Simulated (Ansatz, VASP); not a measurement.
# One calculation of ZnS, two programs

```
CELL_PARAMETERS angstrom
0.14059 2.77674 2.77674
2.77674 0.14059 2.77674
2.77674 2.77674 0.14059
ATOMIC_POSITIONS crystal
Zn 0.00000 0.00000 0.00000
S 0.75000 0.75000 0.75000
```

Alike in both runs: task single point; functional LDA; k mesh 10 × 10 × 10; occupations gaussian, width 0.05 eV; no spin polarisation.

|  | VASP | Ansatz |
| --- | --- | --- |
| version | VASP 6.6.1 | Ansatz 0.2.0 |
| potentials or method | VASP PAW LDA potentials, release 64 (Zn, S), cutoff 520 eV | scalar-relativistic, plane waves, PAW |
| valence electrons in the cell | 18 | 18 |

|  | VASP | Ansatz | Ansatz less VASP |
| --- | --- | --- | --- |
| gap on the k mesh at the Fermi level (eV) | 1.69 | 1.66 | -0.027 |
| least direct gap on the mesh (eV) | 1.69 | 1.66 | -0.027 |
| pressure (GPa) | -3.9 | -4.1 | -0.20 |
| traceless stress, the component that is largest in VASP (GPa) | -2.99 | -2.96 | +0.025 |
| rms of the force components (eV/Å) | 0.150 | 0.145 | -0.0048 |

LDA's correlation is that of Perdew and Zunger in VASP and of Perdew and Wang (1992) in Ansatz. Atom by atom the forces differ by 0.005 eV/Å (rms over components).
